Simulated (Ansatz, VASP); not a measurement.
# CdSb2O2 in VASP and in Ansatz

```
Cd Sb O
1.0
     8.45102    0.00000    0.00000
     0.00000    8.45102    0.00000
     0.00000    0.00000    3.19709
Cd Sb O
2 4 4
Direct
  0.00000 0.00000 0.00000
  0.50000 0.50000 0.00000
  0.24708 0.74708 0.00000
  0.25292 0.24708 0.00000
  0.75292 0.25292 0.00000
  0.74708 0.75292 0.00000
  0.14072 0.64072 0.50000
  0.35928 0.14072 0.50000
  0.85928 0.35928 0.50000
  0.64072 0.85928 0.50000
```

Change from the starting cell: species swapped into the Gd2InGe2 type (P4/mbm, No. 127).

Alike in both runs: task relaxation of cell and atoms; functional PBE; k mesh 2 × 2 × 6; occupations gaussian, width 0.1 eV; no spin polarisation.

|  | VASP | Ansatz |
| --- | --- | --- |
| version | VASP 6.6.1 | Ansatz 0.2.0 |
| potentials or method | VASP PAW PBE potentials, release 64 (Cd, Sb, O), cutoff 600 eV | scalar-relativistic, plane waves, PAW |
| valence electrons in the cell | 68 | 124 |

Ansatz gave:

| Item | Value |
| --- | --- |
| gap on the k mesh at the Fermi level, each at its own relaxed structure (eV) | none |
| relaxed volume (Å³/atom) | 22.83 |
| relaxed length of the cell vector where the two differ most in proportion (Å) | 8.451 |

Problem. What did VASP give for the same quantities?

Solution. gap on the k mesh at the Fermi level, each at its own relaxed structure (eV): none; relaxed volume (Å³/atom): 22.91; relaxed length of the cell vector where the two differ most in proportion (Å): 8.473.

A gap of «none» marks a metal or a gap that the smearing closes. VASP's potentials hold 68 valence electrons a cell and Ansatz's 124, so a difference there can come from the potentials and not from the codes.

The k mesh is coarse, so the values compare programs but aren't converged. Spin-orbit coupling is off throughout.
